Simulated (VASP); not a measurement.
# Hf (P6_3/mmc) in VASP: further runs, part 2 of 2

VASP 6.6.1.

### 3 Relaxation of cell and atoms, PBEsol+D3(BJ)

INCAR

```
  PREC = Accurate
  ENCUT = 600
  EDIFF = 1E-7
  ISMEAR = -1
  SIGMA = 0.05
  LREAL = False
  LASPH = True
  NELM = 100
  ALGO = Normal
  ISIF = 3
  LWAVE = False
  LCHARG = False
  GGA = PS
  IVDW = 12
  IBRION = 2
  NSW = 80
  EDIFFG = -0.005
```

KPOINTS

```
Automatic mesh
0
Gamma
  10 10 5
```

POSCAR

```
Hf
1.0
    3.1967000000      0.0000000000      0.0000000000
   -1.5983500000      2.7684234083      0.0000000000
    0.0000000000      0.0000000000      5.0578000000
Hf
2
Direct
    0.6666666667      0.3333333333      0.7500000000
    0.3333333333      0.6666666667      0.2500000000
```

Potentials or basis: VASP PAW PBE potentials, release 64 (Hf_pv).

Started as:

```sh
cat potpaw_PBE.64/Hf_pv/POTCAR > POTCAR
mpirun -np 1 vasp_std > vasp.out
```

Run time: 4.6 min. Hardware: 1 thread of Intel Xeon 8259CL, shared host; peak memory 0.21 GiB.

The run converged. Its results:

```
Free energy                           : -22.1006 eV
Relaxed volume                        : 20.76 Å³/atom
Relaxed cell                          : a = 3.118 Å, b = 3.118 Å, c = 4.930 Å, α = 90.00°, β = 90.00°, γ = 120.00°
Space group after relaxing (to 0.1 Å) : P6_3/mmc (No. 194)
Energy gained by relaxing             : 42.9 meV/atom
Ionic steps                           : 11
Pressure after relaxing               : 0.0 GPa
Band gap on the k mesh                : zero (bands 10 and 11 overlap by 1.54 eV)
Dispersion energy per atom            : -0.553 eV
```

Step by step:
```
step  energy change (eV)  largest force (eV/Å)  pressure (GPa)  volume (Å³)
   1              0.0000                0.0000           -8.00        44.76
   2              0.0509                0.0000           12.98        37.91
   3             -0.0857                0.0000           -0.20        41.58
   4             -0.0857                0.0000           -0.01        41.52
   5             -0.0857                0.0000            0.18        41.45
   6             -0.0857                0.0000           -0.19        41.58
   7             -0.0857                0.0000           -0.01        41.52
   8             -0.0857                0.0000           -0.01        41.52
   9             -0.0857                0.0000           -0.10        41.55
  10             -0.0857                0.0000           -0.02        41.52
  11             -0.0857                0.0000           -0.01        41.52
```

Final structure:
```cif
data_structure
_symmetry_space_group_name_H-M 'P 1'
_symmetry_Int_Tables_number 1
_cell_length_a 3.1183
_cell_length_b 3.1183
_cell_length_c 4.9303
_cell_angle_alpha 90.000
_cell_angle_beta 90.000
_cell_angle_gamma 120.000
_cell_volume 41.52
loop_
_atom_site_label
_atom_site_type_symbol
_atom_site_fract_x
_atom_site_fract_y
_atom_site_fract_z
_atom_site_occupancy
Hf1 Hf 0.66667 0.33333 0.75000 1
Hf2 Hf 0.33333 0.66667 0.25000 1
```

Levels at points of the mesh, in eV from the Fermi level:
| k point | band 6 | band 7 | band 8 | band 9 | band 10 | band 11 | band 12 | band 13 | band 14 |
| --- | --- | --- | --- | --- | --- | --- | --- | --- | --- |
| (0.00, 0.00, 0.00) | -29.85 | -7.61 | -3.93 | 0.99 | 1.21 | 1.21 | 1.52 | 2.11 | 2.11 |
| (0.50, 0.00, 0.00) | -29.96 | -3.46 | -3.01 | -2.45 | -0.62 | 0.77 | 1.00 | 1.85 | 6.42 |

Caveat: the PAW data sets were made with another functional, which shifts forces and pressure a little; spin-orbit coupling is left out, which moves the levels of the heavy elements.

### 4 Single point, LDA (21.04 Å³/atom)

This run uses another cell than the first one, of 21.04 Å³/atom.

INCAR

```
SYSTEM = Hf
ALGO = Normal ; EDIFF = 1E-7
ENCUT = 520 ; GGA = CA
ISIF = 2 ; ISMEAR = -1
LASPH = .TRUE. ; LCHARG = .FALSE.
LREAL = .FALSE. ; LWAVE = .FALSE.
NBANDS = 17 ; NELM = 60
PREC = Accurate ; SIGMA = 0.05
```

KPOINTS

```
k-points
0
G
  10 10 5
  0 0 0
```

POSCAR

```
Hf
1.0
    3.1314429137      0.0000000000      0.0000000000
   -1.5657214569      2.7119091138      0.0000000000
    0.0000000000      0.0000000000      4.9545506207
Hf
2
Direct
    0.6666666667      0.3333333333      0.7500000000
    0.3333333333      0.6666666667      0.2500000000
```

Potentials or basis: VASP PAW LDA potentials, release 64 (Hf_pv).

Started as:

```sh
cat potpaw_LDA.64/Hf_pv/POTCAR > POTCAR
mpirun -np 1 vasp_std > vasp.out
```

Run time: 31 s. Hardware: 1 thread of AMD EPYC 7R43 (Zen 3), shared host; peak memory 0.12 GiB.

The run converged. Its results:

```yaml
Free_energy: -21.3988 eV
Pressure: -1.3 GPa
Band_gap_on_the_k_mesh: zero (bands 10 and 11 overlap by 1.48 eV)
```

Stress tensor (GPa, compression positive):
```
-1.26  0.00  0.00
 0.00 -1.26  0.00
 0.00  0.00 -1.43
```

Levels at points of the mesh, in eV from the Fermi level:
| k point | band 8 | band 9 | band 10 | band 11 | band 12 | band 13 |
| --- | --- | --- | --- | --- | --- | --- |
| (0.00, 0.00, 0.00) | -3.88 | 1.06 | 1.14 | 1.14 | 1.44 | 2.03 |
| (0.50, 0.00, 0.00) | -2.97 | -2.41 | -0.57 | 0.72 | 0.97 | 1.79 |

Caveat: spin-orbit coupling is left out, which moves the levels of the heavy elements.

### 5 Single point, LDA (21.49 Å³/atom)

This run uses another cell than the first one, of 21.49 Å³/atom.

INCAR

```
ALGO = Fast ; EDIFF = 1E-6
ENCUT = 520 ; GGA = CA
ISIF = 2 ; ISMEAR = -1
LASPH = True ; LCHARG = True
LELF = True ; LREAL = False
LVHAR = True ; LWAVE = False
NBANDS = 17 ; NELM = 80
PREC = Accurate ; SIGMA = 0.05
```

KPOINTS

```
k-points
0
Gamma
  10 10 5
```

POSCAR

```
Hf
1.0
    3.1534960552      0.0000000000      0.0000000000
   -1.5767480276      2.7310076946      0.0000000000
    0.0000000000      0.0000000000      4.9894429718
Hf
2
Direct
    0.6666666667      0.3333333333      0.7500000000
    0.3333333333      0.6666666667      0.2500000000
```

Started as:

```sh
cat potpaw_LDA.64/Hf_pv/POTCAR > POTCAR
mpirun -np 1 vasp_std > vasp.out
```

Run time: 41 s. Hardware: 1 thread of AMD EPYC 7R43 (Zen 3), shared host; peak memory 0.12 GiB.

Results (log left out):

* Free energy: -21.3849 eV
* Pressure: -3.7 GPa
* Band gap on the k mesh: zero (bands 10 and 11 overlap by 1.47 eV)

Stress tensor (GPa, compression positive):
```
-3.57  0.00  0.00
 0.00 -3.57  0.00
 0.00  0.00 -3.86
```

Levels at points of the mesh, in eV from the Fermi level:
| k point | band 6 | band 7 | band 8 | band 9 | band 10 | band 11 | band 12 | band 13 | band 14 | band 15 |
| --- | --- | --- | --- | --- | --- | --- | --- | --- | --- | --- |
| (0.00, 0.00, 0.00) | -29.88 | -7.42 | -3.81 | 0.97 | 1.14 | 1.14 | 1.43 | 2.00 | 2.00 | 2.65 |
| (0.50, 0.00, 0.00) | -29.98 | -3.37 | -2.88 | -2.33 | -0.61 | 0.73 | 0.94 | 1.75 | 6.09 | 6.64 |

Caveat: the cell stands under tension; spin-orbit coupling is left out, which moves the levels of the heavy elements.

### 6 Single point, LDA (21.93 Å³/atom)

This run uses another cell than the first one, of 21.93 Å³/atom.

INCAR

```
SYSTEM = Hf
PREC     = Accurate       ! precision mode
ENCUT    = 520            ! plane-wave cutoff, eV
EDIFF    = 1E-7           ! SCF threshold, eV
ISMEAR   = -1             ! smearing method
SIGMA    = 0.05           ! smearing width, eV
LREAL    = .FALSE.        ! projectors in reciprocal space
LASPH    = .TRUE.         ! aspherical terms in the spheres
NELM     = 100            ! most SCF steps
ALGO     = Fast           ! electronic algorithm
ISIF     = 2              ! what is computed and relaxed
LWAVE    = .FALSE.        ! write WAVECAR
LCHARG   = .TRUE.         ! write CHGCAR
GGA      = CA             ! functional
LELF     = .TRUE.         ! ELF
LVHAR    = .TRUE.       
NBANDS   = 17             ! bands
```

KPOINTS

```
regular mesh
0
G
  10 10 5
  0 0 0
```

POSCAR

```
Hf
1.0
    3.1752449911      0.0000000000      0.0000000000
   -1.5876224956      2.7498428256      0.0000000000
    0.0000000000      0.0000000000      5.0238540107
Hf
2
Direct
    0.6666666667      0.3333333333      0.7500000000
    0.3333333333      0.6666666667      0.2500000000
```

Potentials or basis: VASP PAW LDA potentials, release 64 (Hf_pv).

Started as:

```sh
cat potpaw_LDA.64/Hf_pv/POTCAR > POTCAR
mpirun -np 1 vasp_std > vasp.out
```

Wall time 40 s (1 thread of AMD EPYC 7R43 (Zen 3), shared host); peak memory 0.12 GiB.

The run converged. Its results:

- Free energy: -21.3583 eV
- Pressure: -5.8 GPa
- Band gap on the k mesh: zero (bands 10 and 11 overlap by 1.46 eV)

Stress tensor (GPa, compression positive):
```
-5.71  0.00  0.00
 0.00 -5.71  0.00
 0.00  0.00 -6.08
```

Levels at points of the mesh, in eV from the Fermi level:
| k point | band 7 | band 8 | band 9 | band 10 | band 11 | band 12 | band 13 | band 14 |
| --- | --- | --- | --- | --- | --- | --- | --- | --- |
| (0.00, 0.00, 0.00) | -7.36 | -3.74 | 0.89 | 1.14 | 1.14 | 1.42 | 1.97 | 1.97 |
| (0.50, 0.00, 0.00) | -3.34 | -2.80 | -2.27 | -0.65 | 0.73 | 0.91 | 1.71 | 5.95 |

Caveat: the cell stands under tension; spin-orbit coupling is left out, which moves the levels of the heavy elements.

### 7 Overview

| task | level | potentials or basis | cell | cutoff (eV) | gap on the mesh (eV) | pressure (GPa) | relaxed volume (Å³/atom) |
| --- | --- | --- | --- | --- | --- | --- | --- |
| relaxation of cell and atoms | BLYP | VASP PAW PBE potentials, release 64 (Hf_pv) | relaxed from a = 3.197, b = 3.197, c = 5.058 Å, angles 90.0, 90.0, 120.0°, 2 atoms | 600 | none | 0.0 | 23.08 |
| relaxation of cell and atoms | PBEsol+D3(BJ) | VASP PAW PBE potentials, release 64 (Hf_pv) | relaxed from a = 3.197, b = 3.197, c = 5.058 Å, angles 90.0, 90.0, 120.0°, 2 atoms | 600 | none | 0.0 | 20.76 |
| single point | LDA | VASP PAW LDA potentials, release 64 (Hf_pv) | a = 3.131, b = 3.131, c = 4.955 Å, angles 90.0, 90.0, 120.0°, 2 atoms | 520 | none | -1.3 | - |
| single point | LDA | VASP PAW LDA potentials, release 64 (Hf_pv) | a = 3.153, b = 3.153, c = 4.989 Å, angles 90.0, 90.0, 120.0°, 2 atoms | 520 | none | -3.7 | - |
| single point | LDA | VASP PAW LDA potentials, release 64 (Hf_pv) | a = 3.175, b = 3.175, c = 5.024 Å, angles 90.0, 90.0, 120.0°, 2 atoms | 520 | none | -5.8 | - |

Alike in all rows: no spin polarisation; k mesh 10 × 10 × 5; smearing fermi-dirac 0.05 eV.

Caveats: spin-orbit coupling is left out, which moves the levels of the heavy elements; the PAW data sets were made with another functional, which shifts forces and pressure a little (at least some runs); the cell stands under tension (at least some runs).

Total energies depend on the potentials used, so only differences within one code and one set of settings carry meaning.
